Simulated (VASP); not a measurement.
# Sc (P6_3/mmc) in VASP: further runs

Sc is run at these levels: PBE; tasks: single point.

All numbers are computed with VASP 6.6.1; they aren't measurements. Logs are shortened: lines on timing, memory, paths and dates and some standing lists are left out, and cuts for length are marked.

## Step 1: The cell of the first run

Symmetry: P6_3/mmc, No. 194, hexagonal system. The conventional cell has a = 3.218 Å, b = 3.218 Å, c = 5.129 Å, α = 90.00°, β = 90.00°, γ = 120.00°. Within 4.2 Å of Sc (site symmetry -6m2) lie 12 Sc at 3.17 to 3.22 Å.

## Step 2: Single point, PBE

Input file INCAR:

```
ALGO = Normal
EDIFF = 1E-6
ENCUT = 520
GGA = PE
ISIF = 2
ISMEAR = 0
LASPH = T
LCHARG = T
LELF = T
LREAL = F
LVHAR = T
LWAVE = F
NBANDS = 18
NELM = 80
PREC = Accurate
SIGMA = 0.1
```

Input file KPOINTS:

```
k-points
0
Gamma
  10 10 6
```

Input file POSCAR:

```
Sc
1.0
    3.2182964260      0.0000000000      0.0000000000
   -1.6091482130      2.7871264023      0.0000000000
    0.0000000000      0.0000000000      5.1287526573
Sc
2
Direct
    0.3333333333      0.6666666667      0.2500000000
    0.6666666667      0.3333333333      0.7500000000
```

Potentials or basis: VASP PAW PBE potentials, release 64 (Sc_sv).

On the command line:

```
> cat potpaw_PBE.64/Sc_sv/POTCAR > POTCAR
> mpirun -np 1 vasp_std > vasp.out
```

OUTCAR:

```text
EDIFF = 1E-6
   ENCUT = 520
   GGA = PE
   ISIF = 2
   ISMEAR = 0
   LASPH = T
   LREAL = F
   NELM = 80
   PREC = Accurate

 ion  position               nearest neighbor table
   1  0.333  0.667  0.250-   2 3.17   2 3.17   2 3.17   2 3.17   2 3.17   2 3.17
   2  0.667  0.333  0.750-   1 3.17   1 3.17   1 3.17   1 3.17   1 3.17   1 3.17

  LATTYP: Found a hexagonal cell.
 ALAT       =     3.2182964260
 C/A-ratio  =     1.5936234512

  Lattice vectors:

 A1 = (   3.2182964260,   0.0000000000,   0.0000000000)
 A2 = (  -1.6091482130,   2.7871264023,   0.0000000000)
 A3 = (   0.0000000000,   0.0000000000,   5.1287526573)

Analysis of symmetry for initial positions (statically):
=====================================================================
 Subroutine PRICEL returns:
 Original cell was already a primitive cell.

 Routine SETGRP: Setting up the symmetry group for a
 hexagonal supercell.

 Subroutine GETGRP returns: Found 24 space group operations
 (whereof 12 operations were pure point group operations)
 out of a pool of 24 trial point group operations.

The static configuration has the point symmetry D_3d.
 The point group associated with its full space group is D_6h.

Analysis of symmetry for dynamics (positions and initial velocities):
=====================================================================
 Subroutine PRICEL returns:
 Original cell was already a primitive cell.

 Routine SETGRP: Setting up the symmetry group for a
 hexagonal supercell.

 Subroutine GETGRP returns: Found 24 space group operations
 (whereof 12 operations were pure point group operations)
 out of a pool of 24 trial point group operations.

The dynamic configuration has the point symmetry D_3d.
 The point group associated with its full space group is D_6h.

 Subroutine INISYM returns: Found 24 space group operations
 (whereof 12 operations are pure point group operations),
 and found     1 'primitive' translations

----------------------------------------------------------------------------------------

                                     Primitive cell

  volume of cell :      46.0039

  direct lattice vectors                    reciprocal lattice vectors
     3.218296426  0.000000000  0.000000000     0.310723398  0.179396241  0.000000000
    -1.609148213  2.787126402  0.000000000     0.000000000  0.358792482  0.000000000
     0.000000000  0.000000000  5.128752657     0.000000000  0.000000000  0.194979182

  length of vectors
     3.218296426  3.218296374  5.128752657     0.358792476  0.358792482  0.194979182

  position of ions in fractional coordinates (direct lattice)
     0.333333333  0.666666667  0.250000000
     0.666666667  0.333333333  0.750000000

  ion indices of the primitive-cell ions
   primitive index   ion index
                 1           1
                 2           2

----------------------------------------------------------------------------------------

 KPOINTS: k-points

Automatic generation of k-mesh.
 Grid dimensions read from file:
 generate k-points for:   10   10    6

 Generating k-lattice:

  Cartesian coordinates                     Fractional coordinates (reciprocal lattice)
     0.031072340  0.017939624  0.000000000     0.100000000  0.000000000  0.000000000
     0.000000000  0.035879248  0.000000000     0.000000000  0.100000000  0.000000000
     0.000000000  0.000000000  0.032496530     0.000000000  0.000000000  0.166666667

  Length of vectors
     0.035879248  0.035879248  0.032496530

  Shift w.r.t. Gamma in fractional coordinates (k-lattice)
     0.000000000  0.000000000  0.000000000

 Subroutine IBZKPT returns following result:
 ===========================================

 Found     56 irreducible k-points:

 Following reciprocal coordinates:
            Coordinates               Weight
  0.000000  0.000000  0.000000      1.000000
  0.100000  0.000000  0.000000      6.000000
  0.200000  0.000000  0.000000      6.000000
  0.300000 -0.000000  0.000000      6.000000
  0.400000 -0.000000  0.000000      6.000000
  0.500000  0.000000  0.000000      3.000000
[... 16 lines left out ...]
  0.300000  0.100000  0.166667     24.000000
  0.400000  0.100000  0.166667     24.000000
 [... further k-points ...]
   k-points           NKPTS =     56   k-points in BZ     NKDIM =     56   number of bands    NBANDS=     18
   number of dos      NEDOS =    301   number of ions     NIONS =      2
   total plane-waves  NPLWV =  23040
   dimension x,y,z NGX =    24 NGY =   24 NGZ =   40
   dimension x,y,z NGXF=    48 NGYF=   48 NGZF=   80
   ions per type =               2
   NGX,Y,Z   is equivalent  to a cutoff of  12.40, 12.40, 12.97 a.u.
   NGXF,Y,Z  is equivalent  to a cutoff of  24.80, 24.80, 25.93 a.u.
 SYSTEM =  unknown system
   PREC   = accura    normal or accurate (medium, high low for compatibility)
   ISTART =      0    job   : 0-new  1-cont  2-samecut
   ICHARG =      2    charge: 1-file 2-atom 10-const
   ISPIN  =      1    spin polarized calculation?
   LNONCOLLINEAR =      F non collinear calculations
   LSORBIT =      F    spin-orbit coupling
   LASPH  =      T    aspherical Exc in radial PAW
   ENCUT  =  520.0 eV  38.22 Ry    6.18 a.u.   5.98  5.98  9.54*2*pi/ulx,y,z
   NELM   =     80;   NELMIN=  2; NELMDL= -5     # of ELM steps
   EDIFF  = 0.1E-05   stopping-criterion for ELM
   LREAL  =      F    real-space projection
   EDIFFG = 0.1E-04   stopping-criterion for IOM
   NSW    =      0    number of steps for IOM
   IBRION =     -1    ionic relax: 0-MD 1-quasi-New 2-CG
   NFREE  =      0    steps in history (QN), initial steepest desc. (CG)
   ISIF   =      2    stress and relaxation
   ISYM   =      2    0-nonsym 1-usesym 2-fastsym
   POTIM  = 0.5000    time-step for ionic-motion
   TEBEG  =    0.0;   TEEND  =   0.0 temperature during run
   PSTRESS=    0.0 pullay stress
   NELECT =      22.0000    total number of electrons
   NUPDOWN=      -1.0000    fix difference up-down
   EMIN   =  10.00;   EMAX   =-10.00  energy-range for DOS
   EFERMI =   0.00;   METHOD = LEGACY
   ISMEAR =     0;   SIGMA  =   0.10  broadening in eV -4-tet -1-fermi 0-gaus
   EFERMI_NEDOS =   21; number of points for ismear=-14 and -15
   IALGO  =     38    algorithm
   IMIX   =      4    mixing-type and parameters
     AMIX     =   0.40;   BMIX     =  1.00
     AMIX_MAG =   1.60;   BMIX_MAG =  1.00
  volume/ion in A,a.u.               =      23.00       155.22
  Fermi-wavevector in a.u.,A,eV,Ry     =   1.280219  2.419263 22.299411  1.638960
  Thomas-Fermi vector in A             =   2.412659
   LORBIT       =      0    0 simple, 1 ext, 2 COOP (PROOUT), +10 PAW based schemes
   GGA     = PE    functional components
   LHFCALC =     F    Hartree Fock is set to
   AEXX    =    0.0000 exact exchange contribution
   IVDW    =     0    specifies the selected vdW correction
   LEPSILON=     F    determine dielectric tensor
   LRPA    =     F    only Hartree local field effects (RPA)
 non-spin polarized calculation
 Gauss-broadening in eV      SIGMA  =   0.10
  energy-cutoff  :      520.00
  volume of cell :       46.00
 maximum number of plane-waves:      1262
 NGX is ok and might be reduce to    24
   NGX = 11   NGY = 11   NGZ = 19

 number of electron      21.9999996 magnetization

 Free energy of the ion-electron system (eV)
  ---------------------------------------------------
  ext. energy  EPLUGINS =         0.00000000
  ---------------------------------------------------
  free energy    TOTEN  =       -12.45855025 eV

  energy without entropy =      -12.43767765  energy(sigma->0) =      -12.44811395

 E-fermi :   4.0994     XC(G=0): -10.1582

 val. band max:        4.0723685084   @ k =   0.4000  -0.0000   0.1667
 cond. band min:       4.1057941160   @ k =   0.2000   0.1000   0.3333
 fundamental gap:      0.0334256076
 Fermi energy:         4.0993645920

 k-point     1 :       0.0000    0.0000    0.0000
  band No.  band energies     occupation
      1     -45.1412      2.00000
      2     -45.0538      2.00000
      3     -24.0228      2.00000
      4     -23.5894      2.00000
      5     -23.5894      2.00000
      6     -23.5162      2.00000
[... 10 lines left out ...]
     17       6.6616      0.00000
     18       6.6616      0.00000

 k-point     2 :       0.1000    0.0000    0.0000
  band No.  band energies     occupation
      1     -45.1348      2.00000
      2     -45.0512      2.00000
      3     -24.0065      2.00000
      4     -23.6230      2.00000
      5     -23.6004      2.00000
      6     -23.5512      2.00000
[... 10 lines left out ...]
     17       6.4718      0.00000
     18       6.5185      0.00000

 k-point     3 :       0.2000    0.0000    0.0000
  band No.  band energies     occupation
      1     -45.1174      2.00000
      2     -45.0448      2.00000
      3     -23.9611      2.00000
      4     -23.7118      2.00000
      5     -23.6403      2.00000
      6     -23.6282      2.00000
[... 10 lines left out ...]
     17       6.6196      0.00000
     18       6.8562      0.00000

 k-point     4 :       0.3000   -0.0000    0.0000
  band No.  band energies     occupation
      1     -45.0945      2.00000
      2     -45.0382      2.00000
      3     -23.8964      2.00000
      4     -23.8228      2.00000
      5     -23.7457      2.00000
      6     -23.6611      2.00000
[... 10 lines left out ...]
     17       7.2014      0.00000
     18       7.4703      0.00000

 k-point     5 :       0.4000   -0.0000    0.0000
  band No.  band energies     occupation
      1     -45.0735      2.00000
      2     -45.0353      2.00000
      3     -23.9130      2.00000
      4     -23.8294      2.00000
      5     -23.8277      2.00000
      6     -23.6868      2.00000
[... 10 lines left out ...]
     17       8.0263      0.00000
     18       8.0860      0.00000

 k-point     6 :       0.5000    0.0000    0.0000
  band No.  band energies     occupation
      1     -45.0641      2.00000
      2     -45.0356      2.00000
      3     -23.9474      2.00000
      4     -23.8585      2.00000
      5     -23.7951      2.00000
      6     -23.6964      2.00000
[... 10 lines left out ...]
     17       8.4057      0.00000
     18       8.4184      0.00000

 k-point     7 :       0.1000    0.1000    0.0000
  band No.  band energies     occupation
      1     -45.1229      2.00000
      2     -45.0467      2.00000
      3     -23.9756      2.00000
      4     -23.6758      2.00000
      5     -23.6438      2.00000
      6     -23.5920      2.00000
[... 10 lines left out ...]
     17       6.4091      0.00000
     18       6.7699      0.00000

 k-point     8 :       0.2000    0.1000    0.0000
  band No.  band energies     occupation
      1     -45.1027      2.00000
      2     -45.0402      2.00000
      3     -23.9203      2.00000
      4     -23.7673      2.00000
      5     -23.7246      2.00000
      6     -23.6392      2.00000
[... 10 lines left out ...]
     17       6.9806      0.00000
     18       7.3756      0.00000
[... 229 lines left out ...]
     17       7.9472      0.00000
     18       7.9951      0.00000

 k-point    20 :       0.5000    0.0000    0.1667
  band No.  band energies     occupation
      1     -45.0621      2.00000
      2     -45.0375      2.00000
      3     -23.9699      2.00000
      4     -23.8864      2.00000
      5     -23.7550      2.00000
      6     -23.6882      2.00000
[... 10 lines left out ...]
     17       8.2685      0.00000
     18       8.3952      0.00000

 k-point    21 :       0.1000    0.1000    0.1667
  band No.  band energies     occupation
      1     -45.1178      2.00000
      2     -45.0518      2.00000
      3     -23.9516      2.00000
      4     -23.6659      2.00000
      5     -23.6503      2.00000
      6     -23.6044      2.00000
[... 10 lines left out ...]
     17       6.7402      0.00000
     18       6.8968      0.00000

 k-point    22 :       0.2000    0.1000    0.1667
  band No.  band energies     occupation
      1     -45.0985      2.00000
      2     -45.0444      2.00000
      3     -23.9152      2.00000
      4     -23.7548      2.00000
      5     -23.7286      2.00000
      6     -23.6436      2.00000
[... 10 lines left out ...]
     17       7.1199      0.00000
     18       7.3528      0.00000

 k-point    23 :       0.3000    0.1000    0.1667
  band No.  band energies     occupation
      1     -45.0775      2.00000
      2     -45.0388      2.00000
      3     -23.9120      2.00000
      4     -23.8331      2.00000
      5     -23.7727      2.00000
      6     -23.6816      2.00000
[... 10 lines left out ...]
     17       7.8010      0.00000
     18       7.8680      0.00000

 k-point    24 :       0.4000    0.1000    0.1667
  band No.  band energies     occupation
      1     -45.0622      2.00000
      2     -45.0375      2.00000
      3     -23.9512      2.00000
      4     -23.8720      2.00000
      5     -23.7611      2.00000
      6     -23.6978      2.00000
[... 10 lines left out ...]
     17       8.0699      0.00000
     18       8.2543      0.00000

 [... further k-points ...]

------------------------ aborting loop because EDIFF is reached ----------------------------------------

  FORCE on cell =-STRESS in cart. coord.  units (eV):
  Direction    XX          YY          ZZ          XY          YZ          ZX
  --------------------------------------------------------------------------------------
  -------------------------------------------------------------------------------------
  Total        1.4556779      1.4556778      0.7574985      0.0000000      0.0000000      0.0000000
  in kB       50.6969008     50.6968986     26.3814047      0.0000000      0.0000000      0.0000000
  external PRESSURE =      42.5917347 kB  Pullay stress =       0.0000000 kB

 VOLUME and BASIS-vectors are now :
 -----------------------------------------------------------------------------
  energy-cutoff  :      520.00
  volume of cell :       46.00
      direct lattice vectors                 reciprocal lattice vectors
     3.218296426  0.000000000  0.000000000     0.310723398  0.179396241  0.000000000
    -1.609148213  2.787126402  0.000000000     0.000000000  0.358792482  0.000000000
     0.000000000  0.000000000  5.128752657     0.000000000  0.000000000  0.194979182

 POSITION                                       TOTAL-FORCE (eV/Angst)
 -----------------------------------------------------------------------------------
     -0.00000      1.85808      1.28219         0.000000      0.000000      0.000000
      1.60915      0.92904      3.84656         0.000000     -0.000000      0.000000
 -----------------------------------------------------------------------------------
    total drift:                                0.000000     -0.000000      0.000000

  FREE ENERGIE OF THE ION-ELECTRON SYSTEM (eV)
  ---------------------------------------------------
  free  energy   TOTEN  =       -12.4585502489 eV

  energy  without entropy=      -12.4376776524  energy(sigma->0) =      -12.44811395
```

Wall time 28 s (1 thread of Intel Xeon Platinum 8259CL at 2.50GHz (Skylake/Cascade Lake), shared host); peak memory 0.18 GiB.

Results:

* Free energy: -12.4586 eV
* Pressure: 4.3 GPa
* Band gap on the k mesh: zero (band 11 reaches 5.03 eV, above the bottom of band 12 at 3.61 eV)

Stress tensor (GPa, compression positive):
```
5.07 0.00 0.00
0.00 5.07 0.00
0.00 0.00 2.64
```

## Step 3: Single point, PBE

This run uses another cell than the first one, of 23.67 Å³/atom, 1.029 times its volume.

Input file INCAR:

```
PREC = Accurate
ENCUT = 520
EDIFF = 1E-7
ISMEAR = 0
SIGMA = 0.1
LREAL = False
LASPH = True
NELM = 60
ALGO = Normal
ISIF = 2
LWAVE = False
LCHARG = False
GGA = PE
NBANDS = 18
```

Input file KPOINTS:

```
regular mesh
0
Gamma
  10 10 6
```

Input file POSCAR:

```
Sc
1.0
    3.2490953923      0.0000000000      0.0000000000
   -1.6245476962      2.8137990891      0.0000000000
    0.0000000000      0.0000000000      5.1778346124
Sc
2
Direct
    0.3333333333      0.6666666667      0.2500000000
    0.6666666667      0.3333333333      0.7500000000
```

Potentials or basis: VASP PAW PBE potentials, release 64 (Sc_sv).

On the command line:

```
> cat potpaw_PBE.64/Sc_sv/POTCAR > POTCAR
> mpirun -np 1 vasp_std > vasp.out
```

Run time: 30 s. Hardware: 1 thread of Intel Xeon Platinum 8259CL at 2.50GHz (Skylake/Cascade Lake), shared host; peak memory 0.18 GiB.

It converged, with:

```
Free energy            : -12.4868 eV
Pressure               : 2.4 GPa
Band gap on the k mesh : zero (band 11 reaches 4.84 eV, above the bottom of band 12 at 3.44 eV)
```

Stress tensor (GPa, compression positive):
```
3.13 0.00 0.00
0.00 3.13 0.00
0.00 0.00 0.98
```

Levels at points of the mesh, in eV from the Fermi level:
| k point | band 9 | band 10 | band 11 | band 12 | band 13 | band 14 |
| --- | --- | --- | --- | --- | --- | --- |
| (0.00, 0.00, 0.00) | -5.21 | -1.73 | 0.53 | 1.66 | 1.66 | 1.79 |
| (0.50, 0.00, 0.00) | -1.61 | -1.10 | -0.76 | -0.26 | 1.28 | 1.46 |
| (0.00, 0.00, 0.50) | -3.66 | -3.66 | 0.92 | 0.92 | 1.60 | 1.60 |
| (0.50, 0.00, 0.50) | -1.53 | -1.53 | 0.05 | 0.05 | 1.35 | 1.35 |
